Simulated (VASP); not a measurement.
# SnO in VASP: a series of runs

The runs below take SnO through single point, with PBE+D3(BJ).

All numbers are computed with VASP 6.6.1; they aren't measurements. Logs are shortened: lines on timing, memory, paths and dates and some standing lists are left out, and cuts for length are marked.

### 1 The cell of the first run

The cell holds a slab with vacuum, 8 atoms: a = 3.820 Å, b = 3.820 Å, c = 22.226 Å, α = 90.00°, β = 90.00°, γ = 90.00°.

### 2 Single point, PBE+D3(BJ) (layers slid over each other)

Contents of INCAR:

```
SYSTEM = SnO
ALGO     = Normal         ! electronic algorithm
DIPOL    = 0.5 0.5 0.407
EDIFF    = 1E-6           ! SCF threshold, eV
ENCUT    = 520            ! plane-wave cutoff, eV
GGA      = PE             ! functional
GGA_COMPAT= .False.      
IDIPOL   = 3            
ISIF     = 2              ! what is computed and relaxed
ISMEAR   = 0              ! smearing method
IVDW     = 12             ! dispersion correction
LASPH    = .True.         ! aspherical terms in the spheres
LCHARG   = .False.        ! write CHGCAR
LDIPOL   = .True.       
LREAL    = .False.        ! projectors in reciprocal space
LWAVE    = .False.        ! write WAVECAR
NBANDS   = 50             ! bands
NELM     = 120            ! most SCF steps
NELMDL   = -8           
PREC     = Accurate       ! precision mode
SIGMA    = 0.05           ! smearing width, eV
```

Contents of KPOINTS:

```
k-points
0
Gamma
  7 7 1
  0 0 0
```

Contents of POSCAR:

```
SnO
1.0
    3.8201630995      0.0000000000      0.0000000000
    0.0000000000      3.8201630995      0.0000000000
    0.0000000000      0.0000000000     22.2260821294
Sn O
4 4
Direct
    0.7500000000      0.2500000000      0.2024648327
    0.2500000000      0.7500000000      0.3087832136
    0.3750000000      0.8750000000      0.5044992185
    0.8750000000      0.3750000000      0.6108175994
    0.2500000000      0.2500000000      0.2556240231
    0.7500000000      0.7500000000      0.2556240231
    0.8750000000      0.8750000000      0.5576584089
    0.3750000000      0.3750000000      0.5576584089
```

Potentials or basis: VASP PAW PBE potentials, release 64 (Sn_d, O).

Run with:

```bash
$ cat potpaw_PBE.64/Sn_d/POTCAR potpaw_PBE.64/O/POTCAR > POTCAR
$ mpirun -np 1 vasp_std > vasp.out
```

OUTCAR:

```text
SYSTEM = SnO
   EDIFF = 1E-6
   ENCUT = 520
   GGA = PE
   ISIF = 2
   ISMEAR = 0
   IVDW = 12
   LASPH = .True.
   LREAL = .False.
   NELM = 120
   NELMDL = -8
   PREC = Accurate
 IVDW          = 12

 ion  position               nearest neighbor table
   1  0.750  0.250  0.202-   5 2.25   6 2.25   6 2.25   5 2.25   2 3.59   2 3.59   2 3.59   2 3.59

   2  0.250  0.750  0.309-   5 2.25   6 2.25   5 2.25   6 2.25   1 3.59   1 3.59   1 3.59   1 3.59

   3  0.375  0.875  0.504-   7 2.25   8 2.25   8 2.25   7 2.25   4 3.59   4 3.59   4 3.59   4 3.59

   4  0.875  0.375  0.611-   7 2.25   8 2.25   7 2.25   8 2.25   3 3.59   3 3.59   3 3.59   3 3.59

   5  0.250  0.250  0.256-   1 2.25   1 2.25   2 2.25   2 2.25
   6  0.750  0.750  0.256-   1 2.25   1 2.25   2 2.25   2 2.25
   7  0.875  0.875  0.558-   3 2.25   3 2.25   4 2.25   4 2.25
   8  0.375  0.375  0.558-   3 2.25   3 2.25   4 2.25   4 2.25

  LATTYP: Found a simple tetragonal cell.
 ALAT       =     3.8201630995
 C/A-ratio  =     5.8180976965

  Lattice vectors:

 A1 = (   3.8201630995,   0.0000000000,   0.0000000000)
 A2 = (   0.0000000000,   3.8201630995,   0.0000000000)
 A3 = (   0.0000000000,   0.0000000000,  22.2260821294)

Analysis of symmetry for initial positions (statically):
=====================================================================
 Subroutine PRICEL returns:
 Original cell was already a primitive cell.

 Routine SETGRP: Setting up the symmetry group for a
 simple tetragonal supercell.

 Subroutine GETGRP returns: Found  4 space group operations
 (whereof  1 operations were pure point group operations)
 out of a pool of 16 trial point group operations.

The static configuration has the point symmetry C_1 .
 The point group associated with its full space group is C_2h.

Analysis of symmetry for dynamics (positions and initial velocities):
=====================================================================
 Subroutine PRICEL returns:
 Original cell was already a primitive cell.

 Routine SETGRP: Setting up the symmetry group for a
 simple tetragonal supercell.

 Subroutine GETGRP returns: Found  4 space group operations
 (whereof  1 operations were pure point group operations)
 out of a pool of 16 trial point group operations.

The dynamic configuration has the point symmetry C_1 .
 The point group associated with its full space group is C_2h.

 Subroutine INISYM returns: Found  4 space group operations
 (whereof  1 operations are pure point group operations),
 and found     1 'primitive' translations

----------------------------------------------------------------------------------------

                                     Primitive cell

  volume of cell :     324.3596

  direct lattice vectors                    reciprocal lattice vectors
     3.820163100  0.000000000  0.000000000     0.261768928  0.000000000  0.000000000
     0.000000000  3.820163100  0.000000000     0.000000000  0.261768928  0.000000000
     0.000000000  0.000000000 22.226082129     0.000000000  0.000000000  0.044992185

  length of vectors
     3.820163100  3.820163100 22.226082129     0.261768928  0.261768928  0.044992185

  position of ions in fractional coordinates (direct lattice)
     0.750000000  0.250000000  0.202464833
     0.250000000  0.750000000  0.308783214
     0.375000000  0.875000000  0.504499219
     0.875000000  0.375000000  0.610817599
     0.250000000  0.250000000  0.255624023
     0.750000000  0.750000000  0.255624023
     0.875000000  0.875000000  0.557658409
     0.375000000  0.375000000  0.557658409

  ion indices of the primitive-cell ions
   primitive index   ion index
                 1           1
                 2           2
                 3           3
                 4           4
                 5           5
                 6           6
                 7           7
                 8           8

----------------------------------------------------------------------------------------

 KPOINTS: k-points

Automatic generation of k-mesh.
 Grid dimensions read from file:
 generate k-points for:    7    7    1

 Generating k-lattice:

  Cartesian coordinates                     Fractional coordinates (reciprocal lattice)
     0.037395561  0.000000000  0.000000000     0.142857143  0.000000000  0.000000000
     0.000000000  0.037395561  0.000000000     0.000000000  0.142857143  0.000000000
     0.000000000  0.000000000  0.044992185     0.000000000  0.000000000  1.000000000

  Length of vectors
     0.037395561  0.037395561  0.044992185

  Shift w.r.t. Gamma in fractional coordinates (k-lattice)
     0.000000000  0.000000000  0.000000000

 Subroutine IBZKPT returns following result:
 ===========================================

 Found     16 irreducible k-points:

 Following reciprocal coordinates:
            Coordinates               Weight
  0.000000  0.000000  0.000000      1.000000
  0.142857  0.000000  0.000000      4.000000
  0.285714  0.000000  0.000000      4.000000
  0.428571  0.000000  0.000000      4.000000
  0.142857  0.142857  0.000000      2.000000
 -0.142857  0.142857  0.000000      2.000000
[... 8 lines left out ...]
  0.428571  0.428571  0.000000      2.000000
 -0.428571  0.428571  0.000000      2.000000
   k-points           NKPTS =     16   k-points in BZ     NKDIM =     16   number of bands    NBANDS=     50
   number of dos      NEDOS =    301   number of ions     NIONS =      8
   total plane-waves  NPLWV = 131712
   dimension x,y,z NGX =    28 NGY =   28 NGZ =  168
   dimension x,y,z NGXF=    56 NGYF=   56 NGZF=  336
   ions per type =               4   4
   NGX,Y,Z   is equivalent  to a cutoff of  12.19, 12.19, 12.57 a.u.
   NGXF,Y,Z  is equivalent  to a cutoff of  24.37, 24.37, 25.13 a.u.
 SYSTEM =  SnO
   PREC   = accura    normal or accurate (medium, high low for compatibility)
   ISTART =      0    job   : 0-new  1-cont  2-samecut
   ICHARG =      2    charge: 1-file 2-atom 10-const
   ISPIN  =      1    spin polarized calculation?
   LNONCOLLINEAR =      F non collinear calculations
   LSORBIT =      F    spin-orbit coupling
   LASPH  =      T    aspherical Exc in radial PAW
   ENCUT  =  520.0 eV  38.22 Ry    6.18 a.u.   7.10  7.10 41.33*2*pi/ulx,y,z
   NELM   =    120;   NELMIN=  2; NELMDL= -8     # of ELM steps
   EDIFF  = 0.1E-05   stopping-criterion for ELM
   LREAL  =      F    real-space projection
   EDIFFG = 0.1E-04   stopping-criterion for IOM
   NSW    =      0    number of steps for IOM
   IBRION =     -1    ionic relax: 0-MD 1-quasi-New 2-CG
   NFREE  =      0    steps in history (QN), initial steepest desc. (CG)
   ISIF   =      2    stress and relaxation
   ISYM   =      2    0-nonsym 1-usesym 2-fastsym
   POTIM  = 0.5000    time-step for ionic-motion
   TEBEG  =    0.0;   TEEND  =   0.0 temperature during run
   PSTRESS=    0.0 pullay stress
   NELECT =      80.0000    total number of electrons
   NUPDOWN=      -1.0000    fix difference up-down
   EMIN   =  10.00;   EMAX   =-10.00  energy-range for DOS
   EFERMI =   0.00;   METHOD = LEGACY
   ISMEAR =     0;   SIGMA  =   0.05  broadening in eV -4-tet -1-fermi 0-gaus
   EFERMI_NEDOS =   21; number of points for ismear=-14 and -15
   IALGO  =     38    algorithm
   IMIX   =      4    mixing-type and parameters
     AMIX     =   0.40;   BMIX     =  1.00
     AMIX_MAG =   1.60;   BMIX_MAG =  1.00
  volume/ion in A,a.u.               =      40.54       273.61
  Fermi-wavevector in a.u.,A,eV,Ry     =   1.026666  1.940118 14.341131  1.054043
  Thomas-Fermi vector in A             =   2.160571
   LORBIT       =      0    0 simple, 1 ext, 2 COOP (PROOUT), +10 PAW based schemes
   GGA     = PE    functional components
   LHFCALC =     F    Hartree Fock is set to
   AEXX    =    0.0000 exact exchange contribution
   IVDW    =    12    specifies the selected vdW correction
   LEPSILON=     F    determine dielectric tensor
   LRPA    =     F    only Hartree local field effects (RPA)
 non-spin polarized calculation
 Gauss-broadening in eV      SIGMA  =   0.05
  energy-cutoff  :      520.00
  volume of cell :      324.36
 maximum number of plane-waves:      8769
   NGX = 15   NGY = 15   NGZ = 83

 dipolmoment           0.000000      0.000000      0.000263 electrons x Angstroem

 number of electron      79.9999971 magnetization

 dipolmoment           0.000000      0.000000     -0.000003 electrons x Angstroem

 Free energy of the ion-electron system (eV)
  ---------------------------------------------------
  ext. energy  EPLUGINS =         0.00000000
  ---------------------------------------------------
  free energy    TOTEN  =       -45.14568303 eV

  energy without entropy =      -45.14568303  energy(sigma->0) =      -45.14568303

 E-fermi :   0.0409     XC(G=0):  -5.3304

 val. band max:       -0.2199740352   @ k =  -0.1429   0.1429   0.0000
 cond. band min:       2.3312304221   @ k =   0.0000   0.0000   0.0000
 fundamental gap:      2.5512044572
 Fermi energy:         0.0408943404

 k-point     1 :       0.0000    0.0000    0.0000
  band No.  band energies     occupation
      1     -21.0453      2.00000
      2     -21.0452      2.00000
      3     -20.6846      2.00000
      4     -20.6846      2.00000
      5     -20.6472      2.00000
      6     -20.6471      2.00000
[... 42 lines left out ...]
     49       5.2016      0.00000
     50       5.2129      0.00000

 k-point     2 :       0.1429    0.0000    0.0000
  band No.  band energies     occupation
      1     -21.0363      2.00000
      2     -21.0363      2.00000
      3     -20.6853      2.00000
      4     -20.6852      2.00000
      5     -20.6489      2.00000
      6     -20.6486      2.00000
[... 42 lines left out ...]
     49       5.3776      0.00000
     50       5.5044      0.00000

 k-point     3 :       0.2857    0.0000    0.0000
  band No.  band energies     occupation
      1     -21.0114      2.00000
      2     -21.0113      2.00000
      3     -20.7819      2.00000
      4     -20.7816      2.00000
      5     -20.6531      2.00000
      6     -20.6529      2.00000
[... 42 lines left out ...]
     49       5.6194      0.00000
     50       5.7616      0.00000

 k-point     4 :       0.4286    0.0000    0.0000
  band No.  band energies     occupation
      1     -20.9676      2.00000
      2     -20.9675      2.00000
      3     -20.8929      2.00000
      4     -20.8927      2.00000
      5     -20.6561      2.00000
      6     -20.6559      2.00000
[... 575 lines left out ...]
 k-point    15 :       0.4286    0.4286    0.0000
  band No.  band energies     occupation
      1     -20.9864      2.00000
      2     -20.9861      2.00000
      3     -20.9724      2.00000
      4     -20.9722      2.00000
      5     -20.6516      2.00000
      6     -20.6515      2.00000
[... 42 lines left out ...]
     49       5.9766      0.00000
     50       6.1499      0.00000

 k-point    16 :      -0.4286    0.4286    0.0000
  band No.  band energies     occupation
      1     -20.9863      2.00000
      2     -20.9861      2.00000
      3     -20.9725      2.00000
      4     -20.9721      2.00000
      5     -20.6516      2.00000
      6     -20.6515      2.00000
[... 42 lines left out ...]
     49       5.9745      0.00000
     50       6.1782      0.00000

------------------------ aborting loop because EDIFF is reached ----------------------------------------

 vacuum level on the upper side and lower side of the slab       (xc-potential included)        -0.158        -0.156

 Edisp (eV)   -1.22516

 E8    (eV) :    -0.5414

  FORCE on cell =-STRESS in cart. coord.  units (eV):
  Direction    XX          YY          ZZ          XY          YZ          ZX
  --------------------------------------------------------------------------------------
  -------------------------------------------------------------------------------------
  Total       0.21240     0.21240     0.22615     0.00957     0.12532     0.12532
  in kB       1.04916     1.04916     1.11709     0.04728     0.61900     0.61900
  external pressure =        1.07 kB  Pullay stress =        0.00 kB

 VOLUME and BASIS-vectors are now :
 -----------------------------------------------------------------------------
  energy-cutoff  :      520.00
  volume of cell :      324.36
      direct lattice vectors                 reciprocal lattice vectors
     3.820163100  0.000000000  0.000000000     0.261768928  0.000000000  0.000000000
     0.000000000  3.820163100  0.000000000     0.000000000  0.261768928  0.000000000
     0.000000000  0.000000000 22.226082129     0.000000000  0.000000000  0.044992185

 POSITION                                       TOTAL-FORCE (eV/Angst)
 -----------------------------------------------------------------------------------
      2.86512      0.95504      4.50000        -0.002326     -0.002326     -0.085198
      0.95504      2.86512      6.86304        -0.012522     -0.012522      0.087134
      1.43256      3.34264     11.21304         0.012522      0.012522     -0.087134
      3.34264      1.43256     13.57608         0.002326      0.002326      0.085198
      0.95504      0.95504      5.68152         0.004651     -0.012050      0.000718
      2.86512      2.86512      5.68152        -0.012050      0.004651      0.000718
      3.34264      3.34264     12.39456         0.012050     -0.004651     -0.000718
      1.43256      1.43256     12.39456        -0.004651      0.012050     -0.000718
 -----------------------------------------------------------------------------------
    total drift:                               -0.000000     -0.000000     -0.000124

  FREE ENERGIE OF THE ION-ELECTRON SYSTEM (eV)
  ---------------------------------------------------
  free  energy   TOTEN  =       -46.3708416677 eV

  energy  without entropy=      -46.3708416677  energy(sigma->0) =      -46.37084167

 vacuum level on the upper side and lower side of the slab         4.804         4.808
```

It took 9.7 min on 1 thread of Oxide Virtual Turin-like, shared host; peak memory 0.42 GiB.

Results:

```
Free energy                : -46.3708 eV
Largest force              : 0.089 eV/Å
Band gap on the k mesh     : 2.55 eV (least direct gap 2.59 eV)
Dispersion energy per atom : -0.153 eV
```

Forces on the atoms (eV/Å):
```
Sn  -0.002 -0.002 -0.085
Sn  -0.013 -0.013  0.087
Sn   0.013  0.013 -0.087
Sn   0.002  0.002  0.085
O    0.005 -0.012  0.001
O   -0.012  0.005  0.001
O    0.012 -0.005 -0.001
O   -0.005  0.012 -0.001
```

Caveat: the cell differs from its parent crystal (layers slid over each other); spin-orbit coupling is left out, which moves the levels of the heavy elements.

### 3 Single point, PBE+D3(BJ) (layers slid over each other)

Contents of INCAR:

```
SYSTEM = SnO
PREC     = Accurate       ! precision mode
ENCUT    = 520            ! plane-wave cutoff, eV
EDIFF    = 1E-6           ! SCF threshold, eV
ISMEAR   = 0              ! smearing method
SIGMA    = 0.05           ! smearing width, eV
LREAL    = .FALSE.        ! projectors in reciprocal space
LASPH    = .TRUE.         ! aspherical terms in the spheres
NELM     = 120            ! most SCF steps
ALGO     = Normal         ! electronic algorithm
ISIF     = 2              ! what is computed and relaxed
LWAVE    = .FALSE.        ! write WAVECAR
LCHARG   = .FALSE.        ! write CHGCAR
LDIPOL   = .TRUE.       
IDIPOL   = 3            
DIPOL    = 0.5 0.5 0.407
GGA      = PE             ! functional
IVDW     = 12             ! dispersion correction
NBANDS   = 50             ! bands
GGA_COMPAT= .FALSE.      
NELMDL   = -8
```

Contents of KPOINTS:

```
regular mesh
0
G
  7 7 1
  0 0 0
```

Contents of POSCAR:

```
SnO
1.0
    3.8201630995      0.0000000000      0.0000000000
    0.0000000000      3.8201630995      0.0000000000
    0.0000000000      0.0000000000     22.2260821294
Sn O
4 4
Direct
    0.7500000000      0.2500000000      0.2024648327
    0.2500000000      0.7500000000      0.3087832136
    0.6250000000      1.1250000000      0.5044992185
    1.1250000000      0.6250000000      0.6108175994
    0.2500000000      0.2500000000      0.2556240231
    0.7500000000      0.7500000000      0.2556240231
    1.1250000000      1.1250000000      0.5576584089
    0.6250000000      0.6250000000      0.5576584089
```

Potentials or basis: VASP PAW PBE potentials, release 64 (Sn_d, O).

Run with:

```bash
$ cat potpaw_PBE.64/Sn_d/POTCAR potpaw_PBE.64/O/POTCAR > POTCAR
$ mpirun -np 1 vasp_std > vasp.out
```

Wall time 11 min (1 thread of Oxide Virtual Turin-like, shared host); peak memory 0.41 GiB.

It converged, with:

* Free energy: -46.4122 eV
* Largest force: 0.171 eV/Å
* Band gap on the k mesh: 2.59 eV (least direct gap 2.61 eV)
* Dispersion energy per atom: -0.153 eV

Forces on the atoms (eV/Å):
```
Sn  -0.001 -0.001 -0.082
Sn  -0.005 -0.005  0.171
Sn   0.005  0.005 -0.171
Sn   0.001  0.001  0.082
O    0.003 -0.008  0.009
O   -0.008  0.003  0.009
O    0.008 -0.003 -0.009
O   -0.003  0.008 -0.009
```

Levels at points of the mesh, in eV from the valence-band top:
| k point | band 37 | band 38 | band 39 | band 40 | band 41 | band 42 | band 43 | band 44 |
| --- | --- | --- | --- | --- | --- | --- | --- | --- |
| (0.00, 0.00, 0.00) | -1.89 | -1.89 | -0.49 | -0.02 | 2.59 | 2.92 | 2.93 | 3.75 |

Caveat: the cell differs from its parent crystal (layers slid over each other); spin-orbit coupling is left out, which moves the levels of the heavy elements.
